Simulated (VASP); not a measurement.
# TiGaC4N4 (P-43m) in VASP: notebook, part 2 of 2

VASP 6.6.1. Earlier steps stand in the parts before.

## (3) Relaxation of cell and atoms, PBE, collinear spin

This run uses another cell than the first one, of 20.37 Å³/atom.

The input, INCAR:

```
PREC = Accurate ; ENCUT = 600
EDIFF = 1E-6 ; ISMEAR = 0
SIGMA = 0.1 ; LREAL = False
LASPH = True ; NELM = 150
ALGO = Normal ; ISIF = 3
LWAVE = False ; LCHARG = False
ISPIN = 2 ; MAGMOM = 1 0 0 0 0 0 0 0 0 0
LORBIT = 11 ; LMAXMIX = 4
GGA = PE ; IBRION = 2
NSW = 90 ; EDIFFG = -0.04
```

The input, KPOINTS:

```
Automatic mesh
0
Gamma
  4 4 4
```

The input, POSCAR:

```
TiGaC4N4
1.0
    5.8843539400      0.0000000000      0.0000000000
    0.0000000000      5.8843539400      0.0000000000
    0.0000000000      0.0000000000      5.8843539400
Ti Ga C N
1 1 4 4
Direct
    0.5000000000      0.5000000000      0.5000000000
    0.0000000000      0.0000000000      0.0000000000
    0.1860282600      0.1860282600      0.1860282600
    0.1860282600      0.8139717400      0.8139717400
    0.8139717400      0.1860282600      0.8139717400
    0.8139717400      0.8139717400      0.1860282600
    0.3008241800      0.3008241800      0.3008241800
    0.3008241800      0.6991758200      0.6991758200
    0.6991758200      0.3008241800      0.6991758200
    0.6991758200      0.6991758200      0.3008241800
```

Potentials or basis: VASP PAW PBE potentials, release 64 (Ti_sv, Ga_d, C, N).

Started as:

```sh
$ cat potpaw_PBE.64/Ti_sv/POTCAR potpaw_PBE.64/Ga_d/POTCAR potpaw_PBE.64/C/POTCAR potpaw_PBE.64/N/POTCAR > POTCAR
$ mpirun -np 1 vasp_std > vasp.out
```

OUTCAR:

```text
PREC = Accurate
   ENCUT = 600
   EDIFF = 1E-6
   ISMEAR = 0
   LREAL = False
   LASPH = True
   NELM = 150
   ISIF = 3
   ISPIN = 2
   LORBIT = 11
   GGA = PE
   IBRION = 2
   NSW = 90
   EDIFFG = -0.04

 ion  position               nearest neighbor table
   1  0.500  0.500  0.500-   7 2.03   8 2.03   9 2.03  10 2.03
   2  0.000  0.000  0.000-   3 1.90   4 1.90   5 1.90   6 1.90
   3  0.186  0.186  0.186-   7 1.17   2 1.90
   4  0.186  0.814  0.814-   8 1.17   2 1.90
   5  0.814  0.186  0.814-   9 1.17   2 1.90
   6  0.814  0.814  0.186-  10 1.17   2 1.90
   7  0.301  0.301  0.301-   3 1.17   1 2.03
   8  0.301  0.699  0.699-   4 1.17   1 2.03
   9  0.699  0.301  0.699-   5 1.17   1 2.03
  10  0.699  0.699  0.301-   6 1.17   1 2.03

  LATTYP: Found a simple cubic cell.
 ALAT       =     5.8843539400

  Lattice vectors:

 A1 = (   5.8843539400,   0.0000000000,   0.0000000000)
 A2 = (   0.0000000000,   5.8843539400,   0.0000000000)
 A3 = (   0.0000000000,   0.0000000000,   5.8843539400)

Analysis of symmetry for initial positions (statically):
=====================================================================
 Subroutine PRICEL returns:
 Original cell was already a primitive cell.

 Routine SETGRP: Setting up the symmetry group for a
 simple cubic supercell.

[... 408 lines left out ...]
  ---------------------------------------------------
  ext. energy  EPLUGINS =         0.00000000
  ---------------------------------------------------
  free energy    TOTEN  =       -78.23654552 eV

  energy without entropy =      -78.20405474  energy(sigma->0) =      -78.22030013

 E-fermi :   1.5789     XC(G=0):  -7.1212

 val. band max:        1.5708736453   @ k =   0.5000   0.5000   0.5000
 cond. band min:       1.5827066714   @ k =   0.2500   0.0000   0.0000
 fundamental gap:      0.0118330261
 Fermi energy:         1.5788946817

 spin component 1

 k-point     1 :       0.0000    0.0000    0.0000
  band No.  band energies     occupation
      1     -56.5581      1.00000
      2     -32.8950      1.00000
      3     -32.8950      1.00000
      4     -32.8950      1.00000
      5     -18.3149      1.00000
      6     -18.1950      1.00000
[... 389 lines left out ...]
     36       3.8595      0.00000
     37       3.8595      0.00000
 Fermi energy:         1.5788946817

 spin component 2

 k-point     1 :       0.0000    0.0000    0.0000
  band No.  band energies     occupation
      1     -55.3064      1.00000
      2     -31.6414      1.00000
      3     -31.6414      1.00000
      4     -31.6414      1.00000
      5     -18.2554      1.00000
      6     -18.1397      1.00000
[... 426 lines left out ...]
  FREE ENERGIE OF THE ION-ELECTRON SYSTEM (eV)
  ---------------------------------------------------
  free  energy   TOTEN  =       -78.2365455213 eV

  energy  without entropy=      -78.2040547401  energy(sigma->0) =      -78.22030013

 reached required accuracy - stopping structural energy minimisation

 total charge

# of ion       s       p       d       tot
------------------------------------------
    1        2.166   6.150   1.987  10.303
    2        0.758   0.981  10.124  11.863
    3        0.933   1.651   0.000   2.584
    4        0.933   1.651   0.000   2.584
    5        0.933   1.651   0.000   2.584
    6        0.933   1.651   0.000   2.584
    7        1.299   2.576   0.000   3.875
    8        1.299   2.576   0.000   3.875
    9        1.299   2.576   0.000   3.875
   10        1.299   2.576   0.000   3.875
--------------------------------------------------
tot         11.855  24.038  12.111  48.005

 magnetization (x)

# of ion       s       p       d       tot
------------------------------------------
    1        0.009   0.025   1.278   1.312
    2       -0.009  -0.001   0.036   0.027
    3        0.011   0.121   0.000   0.132
    4        0.011   0.121   0.000   0.132
    5        0.011   0.121   0.000   0.132
    6        0.011   0.121   0.000   0.132
    7       -0.004  -0.021   0.000  -0.026
    8       -0.004  -0.021   0.000  -0.026
    9       -0.004  -0.021   0.000  -0.026
   10       -0.004  -0.021   0.000  -0.026
--------------------------------------------------
tot          0.025   0.422   1.314   1.762
```

Run time: 44 min. Hardware: 1 thread of Oxide Virtual Turin-like, shared host; peak memory 0.48 GiB.

What came out:

| Property | Result |
| --- | --- |
| Free energy | -78.2365 eV |
| Relaxed volume | 21.22 Å³/atom |
| Relaxed cell | a = 5.964 Å, b = 5.964 Å, c = 5.964 Å, α = 90.00°, β = 90.00°, γ = 90.00° |
| Space group after relaxing (to 0.1 Å) | P-43m (No. 215) |
| Energy gained by relaxing | 17.6 meV/atom |
| Ionic steps | 15 |
| Pressure after relaxing | 0.0 GPa |
| Largest force after relaxing | 0.007 eV/Å |
| Net moment | 2.78 μB per cell |
| Site moments | Ti +1.31; Ga +0.03; C +0.13; N -0.03 μB |
| Valence electrons inside the program's atomic spheres | Ti 10.30; Ga 11.86; C 2.58; N 3.88 |

Forces in eV/Å, atoms in the order of the input:
```
Ti   0.000  0.000  0.000
Ga   0.000  0.000  0.000
C   -0.004 -0.004 -0.004
C   -0.004  0.004  0.004
C    0.004 -0.004  0.004
C    0.004  0.004 -0.004
N    0.003  0.003  0.003
N    0.003 -0.003 -0.003
N   -0.003  0.003 -0.003
N   -0.003 -0.003  0.003
```

Step by step:
| step | energy change (eV) | largest force (eV/Å) | pressure (GPa) | volume (Å³) |
| --- | --- | --- | --- | --- |
| 1 | 0.0000 | 1.3720 | 3.84 | 203.75 |
| 2 | 1.2506 | 7.3128 | -8.20 | 218.48 |
| 3 | -0.0523 | 1.5255 | 1.27 | 206.02 |
| 4 | -0.1551 | 0.3187 | -1.47 | 217.25 |
| 5 | -0.1667 | 0.5230 | -0.87 | 214.40 |
| 6 | -0.0333 | 2.8379 | 3.24 | 210.91 |
| 7 | -0.1716 | 0.1223 | -0.25 | 213.83 |
| 8 | -0.1716 | 0.1325 | -0.24 | 213.82 |
| 9 | -0.1738 | 0.0898 | -0.13 | 213.12 |
| 10 | -0.1753 | 0.0564 | 0.13 | 211.69 |
| 11 | -0.1753 | 0.0535 | 0.09 | 211.87 |
| 12 | -0.1755 | 0.0897 | 0.15 | 212.00 |
| 13 | -0.1755 | 0.0795 | 0.14 | 211.99 |
| 14 | -0.1757 | 0.0504 | 0.08 | 212.06 |
| 15 | -0.1757 | 0.0066 | 0.02 | 212.17 |

Final structure:
```
Ti Ga C N
1.0
     5.96431    0.00000    0.00000
     0.00000    5.96431    0.00000
     0.00000    0.00000    5.96431
Ti Ga C N
1 1 4 4
Direct
  0.50000 0.50000 0.50000
  0.00000 0.00000 0.00000
  0.18983 0.18983 0.18983
  0.18983 0.81017 0.81017
  0.81017 0.18983 0.81017
  0.81017 0.81017 0.18983
  0.30433 0.30433 0.30433
  0.30433 0.69567 0.69567
  0.69567 0.30433 0.69567
  0.69567 0.69567 0.30433
```

Levels at points of the mesh, in eV from the Fermi level:
Spin up:
```tsv
k point	band 29	band 30	band 31	band 32	band 33	band 34
(0.00, 0.00, 0.00)	-5.79	-0.88	-0.88	-0.47	-0.47	-0.47
(0.50, 0.00, 0.00)	-5.73	-0.98	-0.55	0.09	0.12	0.12
(0.50, 0.50, 0.00)	-5.76	-0.94	-0.59	0.04	0.51	0.51
(0.50, 0.50, 0.50)	-5.71	-0.85	-0.85	-0.01	-0.01	-0.01
```
Spin down:
```
           k point  band 27  band 28  band 29  band 30  band 31  band 32
(0.00, 0.00, 0.00)    -5.63    -5.63    -5.63     0.03     0.03     0.03
(0.50, 0.00, 0.00)    -5.81    -5.58    -5.58     0.02     0.60     0.60
(0.50, 0.50, 0.00)    -5.65    -5.61    -5.61     0.06     0.60     0.73
(0.50, 0.50, 0.50)    -5.57    -5.57    -5.57     0.28     0.28     0.52
```
